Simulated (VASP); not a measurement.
# Co: single point with PBE

Crystal: Co.

```xyz
4
Lattice="2.4615 0.0000 0.0000 -1.2307 2.1317 0.0000 0.0000 0.0000 7.9725" Properties=species:S:1:pos:R:3 pbc="T T T"
Co    2.4615    0.0000    7.9725
Co    0.0000    0.0000    3.9863
Co    0.0000    1.4211    1.9931
Co    1.2307    0.7106    5.9794
```

- Program: VASP 6.6.1
- Task: single point
- Functional: PBE
- Potentials or basis: VASP PAW PBE potentials, release 64 (Co)
- Cutoff: 520 eV
- k mesh: 16 × 16 × 5
- Occupations: fermi-dirac, width 0.05 eV
- Spin: collinear spin, ferromagnetic start
- Starting moments: [1.707, 1.707, 1.725, 1.725] μB

```
Pressure                                              : 8.2 GPa
Net moment                                            : 6.35 μB per cell
Site moments                                          : Co +1.59, +1.61 (each value once) μB
Valence electrons inside the program's atomic spheres : Co 8.35, 8.34 (each value once)
```

Stress tensor (GPa, compression positive):
```
7.99 0.00 0.00
0.00 7.99 0.00
0.00 0.00 8.76
```

Levels at points of the mesh, in eV from the Fermi level:
Spin up:
```
           k point  band 17  band 18  band 19  band 20  band 21  band 22  band 23  band 24  band 25  band 26
(0.00, 0.00, 0.00)    -1.84    -1.49    -1.49    -1.15    -1.15    -0.73    -0.73    -0.18     6.62    15.36
(0.50, 0.00, 0.00)    -0.61    -0.52    -0.48    -0.46     0.26     1.41     2.57     3.21     7.23     7.25
```
Spin down:
| k point | band 10 | band 11 | band 12 | band 13 | band 14 | band 15 | band 16 | band 17 | band 18 | band 19 |
| --- | --- | --- | --- | --- | --- | --- | --- | --- | --- | --- |
| (0.00, 0.00, 0.00) | -1.22 | -1.14 | -0.91 | -0.91 | -0.86 | -0.86 | -0.22 | 0.01 | 0.01 | 0.38 |
| (0.50, 0.00, 0.00) | -1.25 | -0.82 | -0.14 | -0.11 | 0.50 | 1.18 | 1.23 | 1.24 | 1.25 | 1.33 |

Run time: 7.4 min on 1 thread of Oxide Virtual Turin-like Processor (shared host), peak memory 0.24 GiB.

Caveat: the cell stands under pressure.
